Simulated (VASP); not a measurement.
# Al2Cu in VASP: notebook

The runs below take Al2Cu through single point, with PBEsol.

Program: VASP 6.6.1. These are calculated values, not measurements. Logs are shortened: lines on timing, memory, paths and dates and some standing lists are left out, and cuts for length are marked.

## Step 1: The cell of the first run

The typed cell holds 3 atoms: a = 4.049 Å, b = 4.049 Å, c = 4.049 Å, α = 120.00°, β = 120.00°, γ = 90.00°.

## Step 2: Single point, PBEsol (atoms displaced along a vibrational mode)

INCAR

```
SYSTEM = Al2Cu
PREC = Accurate
ENCUT = 520
EDIFF = 1E-6
ISMEAR = 0
SIGMA = 0.15
LREAL = .FALSE.
LASPH = .TRUE.
NELM = 60
ALGO = Fast
ISIF = 2
LWAVE = .FALSE.
LCHARG = .FALSE.
GGA = PS
NBANDS = 16
```

KPOINTS

```
Automatic mesh
0
G
  14 14 14
  0 0 0
```

POSCAR

```
Al2Cu
1.0
   -2.0246107077      2.0246107077      2.8631594530
    2.0246107077     -2.0246107077      2.8631594530
    2.0246107077      2.0246107077     -2.8631594530
Al Cu
2 1
Direct
    0.7437133978      0.2437133978      0.4874267957
    0.2437133978      0.7437133978      0.4874267957
    0.5053385641      0.5053385641      0.0106771283
```

Potentials or basis: VASP PAW PBE potentials, release 64 (Al, Cu).

Command:

```console
cat potpaw_PBE.64/Al/POTCAR potpaw_PBE.64/Cu/POTCAR > POTCAR
mpirun -np 1 vasp_std > vasp.out
```

OUTCAR:

```text
SYSTEM = Al2Cu
   PREC = Accurate
   ENCUT = 520
   EDIFF = 1E-6
   ISMEAR = 0
   LREAL = .FALSE.
   LASPH = .TRUE.
   NELM = 60
   ISIF = 2
   GGA = PS

 ion  position               nearest neighbor table
   1  0.744  0.244  0.487-   3 2.44   3 2.44   3 2.52   3 2.52   2 2.86   2 2.86   2 2.86   2 2.86
                             2 2.86   2 2.86
   2  0.244  0.744  0.487-   3 2.44   3 2.44   3 2.52   3 2.52   1 2.86   1 2.86   1 2.86   1 2.86
                             1 2.86   1 2.86
   3  0.505  0.505  0.011-   2 2.44   1 2.44   1 2.44   2 2.44   1 2.52   2 2.52   2 2.52   1 2.52

  LATTYP: Found a body centered tetragonal cell.
 ALAT       =     4.0492214154
 C/A-ratio  =     1.4141777686

  Lattice vectors:

 A1 = (  -2.0246107077,   2.0246107077,   2.8631594530)
 A2 = (   2.0246107077,  -2.0246107077,   2.8631594530)
 A3 = (   2.0246107077,   2.0246107077,  -2.8631594530)

Analysis of symmetry for initial positions (statically):
=====================================================================
 Subroutine PRICEL returns:
 Original cell was already a primitive cell.

 Routine SETGRP: Setting up the symmetry group for a
 body centered tetragonal supercell.

 Subroutine GETGRP returns: Found  4 space group operations
 (whereof  4 operations were pure point group operations)
 out of a pool of 16 trial point group operations.

The static configuration has the point symmetry C_2v.

Analysis of symmetry for dynamics (positions and initial velocities):
=====================================================================
 Subroutine PRICEL returns:
 Original cell was already a primitive cell.

 Routine SETGRP: Setting up the symmetry group for a
 body centered tetragonal supercell.

 Subroutine GETGRP returns: Found  4 space group operations
 (whereof  4 operations were pure point group operations)
 out of a pool of 16 trial point group operations.

The dynamic configuration has the point symmetry C_2v.

 Subroutine INISYM returns: Found  4 space group operations
 (whereof  4 operations are pure point group operations),
 and found     1 'primitive' translations

----------------------------------------------------------------------------------------

                                     Primitive cell

  volume of cell :      46.9449

  direct lattice vectors                    reciprocal lattice vectors
    -2.024610708  2.024610708  2.863159453     0.000000000  0.246961057  0.174632258
[... 89 lines left out ...]
   LREAL  =      F    real-space projection
   EDIFFG = 0.1E-04   stopping-criterion for IOM
   NSW    =      0    number of steps for IOM
   IBRION =     -1    ionic relax: 0-MD 1-quasi-New 2-CG
   NFREE  =      0    steps in history (QN), initial steepest desc. (CG)
   ISIF   =      2    stress and relaxation
   ISYM   =      2    0-nonsym 1-usesym 2-fastsym
   POTIM  = 0.5000    time-step for ionic-motion
   TEBEG  =    0.0;   TEEND  =   0.0 temperature during run
   PSTRESS=    0.0 pullay stress
   NELECT =      17.0000    total number of electrons
   NUPDOWN=      -1.0000    fix difference up-down
   EMIN   =  10.00;   EMAX   =-10.00  energy-range for DOS
   EFERMI =   0.00;   METHOD = LEGACY
   ISMEAR =     0;   SIGMA  =   0.15  broadening in eV -4-tet -1-fermi 0-gaus
   EFERMI_NEDOS =   21; number of points for ismear=-14 and -15
   IALGO  =     68    algorithm
   IMIX   =      4    mixing-type and parameters
     AMIX     =   0.40;   BMIX     =  1.00
     AMIX_MAG =   1.60;   BMIX_MAG =  1.00
  volume/ion in A,a.u.               =      15.65       105.60
  Fermi-wavevector in a.u.,A,eV,Ry     =   1.166886  2.205094 18.525992  1.361622
  Thomas-Fermi vector in A             =   2.303393
   LORBIT       =      0    0 simple, 1 ext, 2 COOP (PROOUT), +10 PAW based schemes
   GGA     = PS    functional components
   LHFCALC =     F    Hartree Fock is set to
   AEXX    =    0.0000 exact exchange contribution
   IVDW    =     0    specifies the selected vdW correction
   LEPSILON=     F    determine dielectric tensor
   LRPA    =     F    only Hartree local field effects (RPA)
 non-spin polarized calculation
 RMM-DIIS sequential band-by-band and
 Gauss-broadening in eV      SIGMA  =   0.15
  energy-cutoff  :      520.00
  volume of cell :       46.94
 maximum number of plane-waves:      1295
   NGX = 15   NGY = 15   NGZ = 15

 number of electron      16.9999993 magnetization

 Free energy of the ion-electron system (eV)
  ---------------------------------------------------
  ext. energy  EPLUGINS =         0.00000000
  ---------------------------------------------------
  free energy    TOTEN  =       -13.00113961 eV

  energy without entropy =      -12.99070361  energy(sigma->0) =      -12.99592161

 E-fermi :   7.1050     XC(G=0): -10.6345

 val. band max:        7.0898903462   @ k =  -0.0000   0.5000  -0.0714
 cond. band min:       7.1285784608   @ k =   0.1429   0.0000  -0.0000
 fundamental gap:      0.0386881146
 Fermi energy:         7.1049937798

 k-point     1 :       0.0000    0.0000    0.0000
  band No.  band energies     occupation
      1      -3.2028      2.00000
      2       2.4654      2.00000
      3       2.4705      2.00000
      4       2.4705      2.00000
      5       3.0351      2.00000
      6       3.0387      2.00000
[... 433 lines left out ...]
      3       2.6049      2.00000
      4       2.6218      2.00000
      5       3.0578      2.00000
      6       3.0988      2.00000
[... 8 lines left out ...]
     15      16.4548      0.00000
     16      17.7900      0.00000

 [... further k-points ...]

------------------------ aborting loop because EDIFF is reached ----------------------------------------

  FORCE on cell =-STRESS in cart. coord.  units (eV):
  Direction    XX          YY          ZZ          XY          YZ          ZX
  --------------------------------------------------------------------------------------
  -------------------------------------------------------------------------------------
  Total        0.1369359      0.1369359      0.1630251     -0.0253513      0.0000000      0.0000000
  in kB        4.6734672      4.6734672      5.5638644     -0.8652107      0.0000000      0.0000000
  external PRESSURE =       4.9702663 kB  Pullay stress =       0.0000000 kB

 VOLUME and BASIS-vectors are now :
 -----------------------------------------------------------------------------
  energy-cutoff  :      520.00
  volume of cell :       46.94
      direct lattice vectors                 reciprocal lattice vectors
    -2.024610708  2.024610708  2.863159453     0.000000000  0.246961057  0.174632258
     2.024610708 -2.024610708  2.863159453     0.246961057  0.000000000  0.174632258
     2.024610708  2.024610708 -2.863159453     0.246961057  0.246961057  0.000000000

 POSITION                                       TOTAL-FORCE (eV/Angst)
 -----------------------------------------------------------------------------------
     -0.02546      1.99915      1.43158         0.178067      0.178067     -0.000000
      1.99915     -0.02546      1.43158         0.178067      0.178067      0.000000
      0.02162      0.02162      2.86316        -0.356134     -0.356134      0.000000
 -----------------------------------------------------------------------------------
    total drift:                               -0.000486     -0.000486      0.000003

  FREE ENERGIE OF THE ION-ELECTRON SYSTEM (eV)
  ---------------------------------------------------
  free  energy   TOTEN  =       -13.0011396135 eV

  energy  without entropy=      -12.9907036103  energy(sigma->0) =      -12.99592161
```

Run time: 2.8 min. Hardware: 1 thread of Intel Xeon 6975P-C (Granite Rapids), shared host; peak memory 0.41 GiB.

What came out:

| Quantity | Value |
| --- | --- |
| Free energy | -13.0011 eV |
| Pressure | 0.5 GPa |
| Largest force | 0.504 eV/Å |
| Band gap on the k mesh | zero (an odd number of electrons rules out a gap without spin polarisation) |

Forces in eV/Å, atoms in the order of the input:
```
Al   0.178  0.178  0.000
Al   0.178  0.178  0.000
Cu  -0.356 -0.356  0.000
```

Stress tensor (GPa, compression positive):
```
 0.47 -0.09  0.00
-0.09  0.47  0.00
 0.00  0.00  0.56
```

Levels at points of the mesh, in eV from the Fermi level:
```
           k point  band 6  band 7  band 8  band 9  band 10  band 11  band 12  band 13
(0.00, 0.00, 0.00)   -4.07    2.78    2.78    2.90     2.95     3.08     3.08     4.39
(0.50, 0.00, 0.00)   -4.01   -4.01    0.61    0.62     2.94     2.95     3.85     4.40
(0.50, 0.50, 0.00)   -3.91   -3.79   -2.00   -1.99     0.39     1.49     9.05    10.72
(0.00, 0.00, 0.50)   -3.91   -3.78   -2.00   -2.00     0.39     1.49     9.05    10.71
(0.50, 0.50, 0.50)   -3.91   -3.79   -2.01   -1.99     0.39     1.49     9.05    10.72
```

Caveat: the cell differs from its parent crystal (atoms displaced along a vibrational mode); the PAW data sets were made with another functional, which shifts forces and pressure a little.

## Step 3: Single point, PBEsol (atoms displaced along a vibrational mode, the cell strained)

INCAR

```
SYSTEM = Al2Cu
  PREC = Accurate
  ENCUT = 520
  EDIFF = 1E-7
  ISMEAR = 0
  SIGMA = 0.15
  LREAL = .False.
  LASPH = .True.
  NELM = 60
  ALGO = Fast
  ISIF = 2
  LWAVE = .False.
  LCHARG = .True.
  GGA = PS
  LELF = .True.
  LVHAR = .True.
  NBANDS = 16
```

KPOINTS

```
Automatic mesh
0
Gamma
  14 14 14
  0 0 0
```

POSCAR

```
Al2Cu
1.0
   -2.0515380301      2.0515380301      2.8631594530
    2.0515380301     -2.0515380301      2.8631594530
    2.0515380301      2.0515380301     -2.8631594530
Al Cu
2 1
Direct
    0.7437133978      0.2437133978      0.4874267957
    0.2437133978      0.7437133978      0.4874267957
    0.5053385641      0.5053385641      0.0106771283
```

Potentials or basis: VASP PAW PBE potentials, release 64 (Al, Cu).

Command:

```console
cat potpaw_PBE.64/Al/POTCAR potpaw_PBE.64/Cu/POTCAR > POTCAR
mpirun -np 1 vasp_std > vasp.out
```

Wall time 3.2 min (1 thread of Intel Xeon 6975P-C (Granite Rapids), shared host); peak memory 0.42 GiB.

The run converged. Its results:

- Free energy: -12.9924 eV
- Pressure: -2.2 GPa
- Largest force: 0.464 eV/Å
- Band gap on the k mesh: zero (an odd number of electrons rules out a gap without spin polarisation)

Forces on the atoms (eV/Å):
```
Al   0.164  0.164  0.000
Al   0.164  0.164  0.000
Cu  -0.328 -0.328  0.000
```

Stress tensor (GPa, compression positive):
```
-2.68 -0.08  0.00
-0.08 -2.68  0.00
 0.00  0.00 -1.36
```

Levels at points of the mesh, in eV from the Fermi level:
| k point | band 7 | band 8 | band 9 | band 10 | band 11 | band 12 |
| --- | --- | --- | --- | --- | --- | --- |
| (0.00, 0.00, 0.00) | 2.67 | 2.79 | 2.87 | 2.92 | 2.97 | 3.09 |
| (0.50, 0.00, 0.00) | -3.92 | 0.56 | 0.67 | 2.85 | 2.91 | 3.70 |
| (0.50, 0.50, 0.00) | -3.73 | -1.97 | -1.88 | 0.34 | 1.53 | 8.97 |
| (0.00, 0.00, 0.50) | -3.72 | -1.97 | -1.88 | 0.34 | 1.53 | 8.97 |
| (0.50, 0.50, 0.50) | -3.69 | -2.02 | -2.00 | 0.18 | 1.45 | 8.99 |

Caveat: the cell differs from its parent crystal (atoms displaced along a vibrational mode, the cell strained); the PAW data sets were made with another functional, which shifts forces and pressure a little.
